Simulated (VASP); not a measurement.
# H (Cmce) in VASP: further runs

H is run at these levels: PBE; tasks: single point.

All numbers are computed with VASP 6.6.1; they aren't measurements. Logs are shortened: lines on timing, memory, paths and dates and some standing lists are left out, and cuts for length are marked.

**1. The cell of the first run**

It takes space group Cmce (No. 64, orthorhombic). Conventional cell: a = 5.177 Å, b = 4.959 Å, c = 4.163 Å, α = 90.00°, β = 90.00°, γ = 90.00°. H (site symmetry m) has 1 H at 0.68 Å within 0.9 Å.

**2. Single point, PBE (strained)**

INCAR reads:

```
SYSTEM = H
  ALGO = Normal
  EDIFF = 1E-6
  ENCUT = 500
  GGA = PE
  GGA_COMPAT = .FALSE.
  ISIF = 2
  ISMEAR = 0
  LASPH = .TRUE.
  LCHARG = .FALSE.
  LREAL = .FALSE.
  LWAVE = .FALSE.
  NBANDS = 10
  NELM = 120
  PREC = Accurate
  SIGMA = 0.02
```

KPOINTS reads:

```
k-points
0
G
  6 6 6
  0 0 0
```

POSCAR reads:

```
H
1.0
    2.5886415472     -2.4793220245      0.0000000000
    2.5886415472      2.4793220245      0.0000000000
    0.0000000000      0.0000000000      4.1626927627
H
4
Direct
    0.9574018485      0.0425981515      0.0633553467
    0.4574018485      0.5425981515      0.4366446533
    0.5425981515      0.4574018485      0.5633553467
    0.0425981515      0.9574018485      0.9366446533
```

Potentials or basis: VASP PAW PBE potentials, release 64 (H).

Started as:

```sh
cat potpaw_PBE.64/H/POTCAR > POTCAR
mpirun -np 1 vasp_std > vasp.out
```

OUTCAR:

```text
SYSTEM = H
   EDIFF = 1E-6
   ENCUT = 500
   GGA = PE
   ISIF = 2
   ISMEAR = 0
   LASPH = .TRUE.
   LREAL = .FALSE.
   NELM = 120
   PREC = Accurate

 ion  position               nearest neighbor table
   1  0.957  0.043  0.063-   4 0.68
   2  0.457  0.543  0.437-   3 0.68
   3  0.543  0.457  0.563-   2 0.68
   4  0.043  0.957  0.937-   1 0.68

  LATTYP: Found a base centered orthorhombic cell.
 ALAT       =     4.9586440490
 B/A-ratio  =     1.0440925066
 C/A-ratio  =     0.8394820684

  Lattice vectors:

 A1 = (  -2.5886415472,  -2.4793220245,   0.0000000000)
 A2 = (   2.5886415472,  -2.4793220245,   0.0000000000)
 A3 = (   0.0000000000,   0.0000000000,   4.1626927627)

Analysis of symmetry for initial positions (statically):
=====================================================================
 Subroutine PRICEL returns:
 Original cell was already a primitive cell.

 Routine SETGRP: Setting up the symmetry group for a
 base centered orthorhombic supercell.

 Subroutine GETGRP returns: Found  8 space group operations
 (whereof  4 operations were pure point group operations)
 out of a pool of  8 trial point group operations.

The static configuration has the point symmetry C_2h.
 The point group associated with its full space group is D_2h.

Analysis of symmetry for dynamics (positions and initial velocities):
=====================================================================
 Subroutine PRICEL returns:
 Original cell was already a primitive cell.

 Routine SETGRP: Setting up the symmetry group for a
 base centered orthorhombic supercell.

 Subroutine GETGRP returns: Found  8 space group operations
 (whereof  4 operations were pure point group operations)
 out of a pool of  8 trial point group operations.

The dynamic configuration has the point symmetry C_2h.
 The point group associated with its full space group is D_2h.

 Subroutine INISYM returns: Found  8 space group operations
 (whereof  4 operations are pure point group operations),
 and found     1 'primitive' translations

----------------------------------------------------------------------------------------

                                     Primitive cell

  volume of cell :      53.4330

  direct lattice vectors                    reciprocal lattice vectors
     2.588641547 -2.479322025  0.000000000     0.193151501 -0.201668035  0.000000000
     2.588641547  2.479322025  0.000000000     0.193151501  0.201668035  0.000000000
     0.000000000  0.000000000  4.162692763     0.000000000  0.000000000  0.240229115

  length of vectors
     3.584425025  3.584425025  4.162692763     0.279244514  0.279244514  0.240229115

  position of ions in fractional coordinates (direct lattice)
     0.957401848  0.042598152  0.063355347
     0.457401848  0.542598152  0.436644653
     0.542598152  0.457401848  0.563355347
     0.042598152  0.957401848  0.936644653

  ion indices of the primitive-cell ions
   primitive index   ion index
                 1           1
                 2           2
                 3           3
                 4           4

----------------------------------------------------------------------------------------

 KPOINTS: k-points

Automatic generation of k-mesh.
 Grid dimensions read from file:
 generate k-points for:    6    6    6

 Generating k-lattice:

  Cartesian coordinates                     Fractional coordinates (reciprocal lattice)
     0.032191917 -0.033611339  0.000000000     0.166666667  0.000000000  0.000000000
     0.032191917  0.033611339  0.000000000     0.000000000  0.166666667  0.000000000
     0.000000000  0.000000000  0.040038186     0.000000000  0.000000000  0.166666667

  Length of vectors
     0.046540752  0.046540752  0.040038186

  Shift w.r.t. Gamma in fractional coordinates (k-lattice)
     0.000000000  0.000000000  0.000000000

 Subroutine IBZKPT returns following result:
 ===========================================

 Found     52 irreducible k-points:

 Following reciprocal coordinates:
            Coordinates               Weight
  0.000000  0.000000  0.000000      1.000000
  0.166667  0.000000  0.000000      4.000000
  0.333333 -0.000000  0.000000      4.000000
  0.500000  0.000000  0.000000      2.000000
  0.166667  0.166667  0.000000      2.000000
  0.333333  0.166667  0.000000      4.000000
[... 16 lines left out ...]
  0.333333  0.333333  0.166667      4.000000
  0.500000  0.333333  0.166667      8.000000
 [... further k-points ...]
   k-points           NKPTS =     52   k-points in BZ     NKDIM =     52   number of bands    NBANDS=     10
   number of dos      NEDOS =    301   number of ions     NIONS =      4
   total plane-waves  NPLWV =  23520
   dimension x,y,z NGX =    28 NGY =   28 NGZ =   30
   dimension x,y,z NGXF=    56 NGYF=   56 NGZF=   60
   ions per type =               4
   NGX,Y,Z   is equivalent  to a cutoff of  12.99, 12.99, 11.98 a.u.
   NGXF,Y,Z  is equivalent  to a cutoff of  25.97, 25.97, 23.96 a.u.
 SYSTEM =  H
   PREC   = accura    normal or accurate (medium, high low for compatibility)
   ISTART =      0    job   : 0-new  1-cont  2-samecut
   ICHARG =      2    charge: 1-file 2-atom 10-const
   ISPIN  =      1    spin polarized calculation?
   LNONCOLLINEAR =      F non collinear calculations
   LSORBIT =      F    spin-orbit coupling
   LASPH  =      T    aspherical Exc in radial PAW
   ENCUT  =  500.0 eV  36.75 Ry    6.06 a.u.   6.54  6.54  7.59*2*pi/ulx,y,z
   NELM   =    120;   NELMIN=  2; NELMDL= -5     # of ELM steps
   EDIFF  = 0.1E-05   stopping-criterion for ELM
   LREAL  =      F    real-space projection
   EDIFFG = 0.1E-04   stopping-criterion for IOM
   NSW    =      0    number of steps for IOM
   IBRION =     -1    ionic relax: 0-MD 1-quasi-New 2-CG
   NFREE  =      0    steps in history (QN), initial steepest desc. (CG)
   ISIF   =      2    stress and relaxation
   ISYM   =      2    0-nonsym 1-usesym 2-fastsym
   POTIM  = 0.5000    time-step for ionic-motion
   TEBEG  =    0.0;   TEEND  =   0.0 temperature during run
   PSTRESS=    0.0 pullay stress
   NELECT =       4.0000    total number of electrons
   NUPDOWN=      -1.0000    fix difference up-down
   EMIN   =  10.00;   EMAX   =-10.00  energy-range for DOS
   EFERMI =   0.00;   METHOD = LEGACY
   ISMEAR =     0;   SIGMA  =   0.02  broadening in eV -4-tet -1-fermi 0-gaus
   EFERMI_NEDOS =   21; number of points for ismear=-14 and -15
   IALGO  =     38    algorithm
   IMIX   =      4    mixing-type and parameters
     AMIX     =   0.40;   BMIX     =  1.00
     AMIX_MAG =   1.60;   BMIX_MAG =  1.00
  volume/ion in A,a.u.               =      13.36        90.15
  Fermi-wavevector in a.u.,A,eV,Ry     =   0.689962  1.303839  6.477018  0.476047
  Thomas-Fermi vector in A             =   1.771195
   LORBIT       =      0    0 simple, 1 ext, 2 COOP (PROOUT), +10 PAW based schemes
   GGA     = PE    functional components
   LHFCALC =     F    Hartree Fock is set to
   AEXX    =    0.0000 exact exchange contribution
   IVDW    =     0    specifies the selected vdW correction
   LEPSILON=     F    determine dielectric tensor
   LRPA    =     F    only Hartree local field effects (RPA)
 non-spin polarized calculation
 Gauss-broadening in eV      SIGMA  =   0.02
  energy-cutoff  :      500.00
  volume of cell :       53.43
 maximum number of plane-waves:      1369
 NGX is ok and might be reduce to    28
   NGX = 13   NGY = 13   NGZ = 15

 number of electron       3.9999998 magnetization

 Free energy of the ion-electron system (eV)
  ---------------------------------------------------
  ext. energy  EPLUGINS =         0.00000000
  ---------------------------------------------------
  free energy    TOTEN  =       -13.34997551 eV

  energy without entropy =      -13.34997551  energy(sigma->0) =      -13.34997551

 E-fermi :  -8.8471     XC(G=0):  -4.9444

 val. band max:       -8.9491978421   @ k =   0.0000   0.0000   0.0000
 cond. band min:       0.9409184038   @ k =   0.5000   0.0000   0.5000
 fundamental gap:      9.8901162459
 Fermi energy:        -8.8471493158

 k-point     1 :       0.0000    0.0000    0.0000
  band No.  band energies     occupation
      1     -10.6820      2.00000
      2      -8.9492      2.00000
      3       3.0436      0.00000
      4       4.0393      0.00000
      5       5.4027      0.00000
      6       7.1859      0.00000
      7       7.2112      0.00000
      8       8.9923      0.00000
      9      11.1029      0.00000
     10      12.1086      0.00000

 k-point     2 :       0.1667    0.0000    0.0000
  band No.  band energies     occupation
      1     -10.5357      2.00000
      2      -9.0130      2.00000
      3       3.1674      0.00000
      4       3.8562      0.00000
      5       4.2877      0.00000
      6       6.6361      0.00000
      7       7.9510      0.00000
      8      10.0334      0.00000
      9      11.6065      0.00000
     10      11.9652      0.00000

 k-point     3 :       0.3333   -0.0000    0.0000
  band No.  band energies     occupation
      1     -10.1447      2.00000
      2      -9.2386      2.00000
      3       2.7785      0.00000
      4       2.9077      0.00000
      5       4.4126      0.00000
      6       6.8369      0.00000
      7       8.5529      0.00000
      8       9.1471      0.00000
      9      10.8490      0.00000
     10      12.5315      0.00000

 k-point     4 :       0.5000    0.0000    0.0000
  band No.  band energies     occupation
      1      -9.6508      2.00000
      2      -9.6508      2.00000
      3       2.4474      0.00000
      4       2.4474      0.00000
      5       5.7107      0.00000
      6       5.7107      0.00000
      7       9.2603      0.00000
      8       9.2603      0.00000
      9      10.6385      0.00000
     10      10.6385      0.00000
[... 222 lines left out ...]
 k-point    22 :      -0.1667    0.1667    0.1667
  band No.  band energies     occupation
      1     -10.2813      2.00000
      2      -9.1576      2.00000
      3       2.4686      0.00000
      4       3.0044      0.00000
      5       4.8695      0.00000
      6       6.2076      0.00000
      7       9.2396      0.00000
      8      10.4270      0.00000
      9      11.1028      0.00000
     10      12.2118      0.00000

 k-point    23 :       0.3333    0.3333    0.1667
  band No.  band energies     occupation
      1      -9.7767      2.00000
      2      -9.2217      2.00000
      3       2.1389      0.00000
      4       2.6370      0.00000
      5       3.7084      0.00000
      6       7.0272      0.00000
      7       7.3617      0.00000
      8       8.7919      0.00000
      9      10.5522      0.00000
     10      10.6199      0.00000

 k-point    24 :       0.5000    0.3333    0.1667
  band No.  band energies     occupation
      1      -9.5219      2.00000
      2      -9.3599      2.00000
      3       1.8320      0.00000
      4       2.3790      0.00000
      5       4.5492      0.00000
      6       5.6928      0.00000
      7       8.0659      0.00000
      8       9.0008      0.00000
      9       9.4904      0.00000
     10       9.8201      0.00000

 [... further k-points ...]
[... 5 lines left out ...]
  --------------------------------------------------------------------------------------
  -------------------------------------------------------------------------------------
  Total       -0.0401612      1.6956926      2.6767402      0.0000000      0.0000000      0.0000000
  in kB       -1.2042249     50.8450301     80.2615589      0.0000000      0.0000000      0.0000000
  external PRESSURE =      43.3007881 kB  Pullay stress =       0.0000000 kB

 VOLUME and BASIS-vectors are now :
 -----------------------------------------------------------------------------
  energy-cutoff  :      500.00
  volume of cell :       53.43
      direct lattice vectors                 reciprocal lattice vectors
     2.588641547 -2.479322025  0.000000000     0.193151501 -0.201668035  0.000000000
     2.588641547  2.479322025  0.000000000     0.193151501  0.201668035  0.000000000
     0.000000000  0.000000000  4.162692763     0.000000000  0.000000000  0.240229115

 POSITION                                       TOTAL-FORCE (eV/Angst)
 -----------------------------------------------------------------------------------
      2.58864     -2.26809      0.26373         0.000000      2.064023      2.576041
      2.58864      0.21123      1.81762         0.000000      2.064023     -2.576041
      2.58864     -0.21123      2.34508         0.000000     -2.064023      2.576041
      2.58864      2.26809      3.89896         0.000000     -2.064023     -2.576041
 -----------------------------------------------------------------------------------
    total drift:                                0.000000     -0.000000      0.000000

  FREE ENERGIE OF THE ION-ELECTRON SYSTEM (eV)
  ---------------------------------------------------
  free  energy   TOTEN  =       -13.3499755124 eV

  energy  without entropy=      -13.3499755124  energy(sigma->0) =      -13.34997551
```

Run time: 8.9 s. Hardware: 1 thread of Intel Xeon 6975P-C (Granite Rapids), shared host; peak memory 0.15 GiB.

What came out:

| Quantity | Value |
| --- | --- |
| Free energy | -13.3500 eV |
| Pressure | 4.3 GPa |
| Largest force | 3.301 eV/Å |
| Band gap on the k mesh | 9.89 eV, indirect (least direct gap 10.48 eV) |

Forces on the atoms (eV/Å):
```
H    0.000  2.064  2.576
H    0.000  2.064 -2.576
H    0.000 -2.064  2.576
H    0.000 -2.064 -2.576
```

Stress tensor (GPa, compression positive):
```
-0.12  0.00  0.00
 0.00  5.08  0.00
 0.00  0.00  8.03
```

Caveat: the cell differs from its parent crystal (strained); forces of over 1 eV/Å act on the atoms, so gaps and moduli don't describe the material at rest.

[end of part 1 of 2]
